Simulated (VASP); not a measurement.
Set up this calculation in VASP 6.6.1, as the native input.

| Property | Result |
| --- | --- |
| Task | relaxation of cell and atoms |
| Functional | HSE06 |
| Potentials or basis | VASP PAW PBE potentials, release 64 (Si) |
| Cutoff | 600 eV |
| k mesh | 6 × 6 × 6 |
| Occupations | fermi-dirac, width 0.05 eV |
| Spin | no spin polarisation |
| Dipole correction | no |
| Grid for exact exchange (PRECFOCK) | Normal |
| Further INCAR settings | ALGO = Normal; EDIFF = 1e-06; IBRION = 2; EDIFFG = -0.01; NSW = 60; ISIF = 3 |
| Share of exact exchange | 0.25 |
| Screening parameter | 0.2079 1/Å |

Si:

```xyz
1
Lattice="2.6623 -0.0362 -0.0068 -1.3625 2.2318 0.0419 -0.0064 0.0418 2.4878" Properties=species:S:1:pos:R:3 pbc="T T T"
Si    0.0000    0.0000    0.0000
```

These files were run (other wordings do the same):

POSCAR

```
Si
1.0
    2.6622503000     -0.0362423300     -0.0068309500
   -1.3625119300      2.2317606800      0.0418965100
   -0.0064290300      0.0418196400      2.4877607300
Si
1
Direct
    0.0000000000      0.0000000000      0.0000000000
```

INCAR.step1

```
PREC = Accurate
ENCUT = 600
EDIFF = 1E-5
ISMEAR = -1
SIGMA = 0.05
LREAL = F
LASPH = T
NELM = 60
ALGO = Normal
LWAVE = T
LCHARG = F
GGA = PE
NBANDS = 8
```

INCAR.step2

```
PREC = Accurate
ENCUT = 600
EDIFF = 1E-6
ISMEAR = -1
SIGMA = 0.05
LREAL = F
LASPH = T
NELM = 60
ALGO = Normal
ISIF = 3
LWAVE = F
LCHARG = F
GGA = PE
LHFCALC = T
HFSCREEN = 0.2079
PRECFOCK = Normal
IBRION = 2
NSW = 60
EDIFFG = -0.01
ISTART = 1
```

KPOINTS

```
regular mesh
0
Gamma
  6 6 6
```

Potentials or basis: VASP PAW PBE potentials, release 64 (Si).

Command:

```console
$ cat potpaw_PBE.64/Si/POTCAR > POTCAR
$ cp INCAR.step1 INCAR
$ mpirun -np 1 vasp_std > vasp.out
$ cp INCAR.step2 INCAR
$ mpirun -np 1 vasp_std > vasp.out
```

Results of the run:

```json
{
  "Relaxed volume": "15.01 Å³/atom",
  "Relaxed cell": "a = 2.856 Å, b = 2.576 Å, c = 2.450 Å, α = 89.93°, β = 90.11°, γ = 123.57°",
  "Space group after relaxing (to 0.1 Å)": "Cmmm (No. 65)",
  "Energy gained by relaxing": "50.8 meV/atom",
  "Ionic steps": "16",
  "Pressure after relaxing": "0.0 GPa",
  "Band gap on the k mesh": "zero (bands 2 and 3 overlap by 12.81 eV)"
}
```

Caveat: the k points lie up to 0.44 Å⁻¹ apart in the final cell, too coarse for converged energies and pressures of a metal; the PAW data sets were made with another functional, which shifts forces and pressure a little.

Run time: 66 min on 1 thread of AMD EPYC 9R45 96-Core Processor (Zen 5) (shared host), peak memory 0.21 GiB.
